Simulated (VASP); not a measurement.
Input of a VASP 6.6.1 run:

The input INCAR:

```
PREC = Accurate
ENCUT = 630
EDIFF = 1E-6
ISMEAR = 0
SIGMA = 0.1
LREAL = False
LASPH = True
NELM = 120
ALGO = Normal
ISIF = 2
LWAVE = False
LCHARG = True
GGA = PE
LELF = True
LVHAR = True
NBANDS = 22
GGA_COMPAT = False
```

Contents of KPOINTS:

```
regular mesh
0
Gamma
  10 10 8
```

The input POSCAR:

```
CdH6
1.0
    3.5248202783      0.0000000000      0.0000000000
    0.0000000000      3.5248202783      0.0000000000
    0.0000000000      0.0000000000      5.5841042416
Cd H
1 6
Direct
    0.0000000000      0.0000000000      0.5000000000
    0.1797511081      0.1797511081      0.0000000000
    0.8202488919      0.8202488919      0.0000000000
    0.8202488919      0.1797511081      0.0000000000
    0.1797511081      0.8202488919      0.0000000000
    0.5000000000      0.0000000000      0.5000000000
    0.0000000000      0.5000000000      0.5000000000
```

Potentials or basis: VASP PAW PBE potentials, release 64 (Cd_sv_GW, H).

Command:

```sh
$ cat potpaw_PBE.64/Cd_sv_GW/POTCAR potpaw_PBE.64/H/POTCAR > POTCAR
$ mpirun -np 1 vasp_std > vasp.out
```

(1) Estimate the band gap on the k mesh.

(2) What does it give for the pressure?

Answers

(1) zero (bands 13 and 14 overlap by 2.65 eV).

(2) -0.1 GPa.
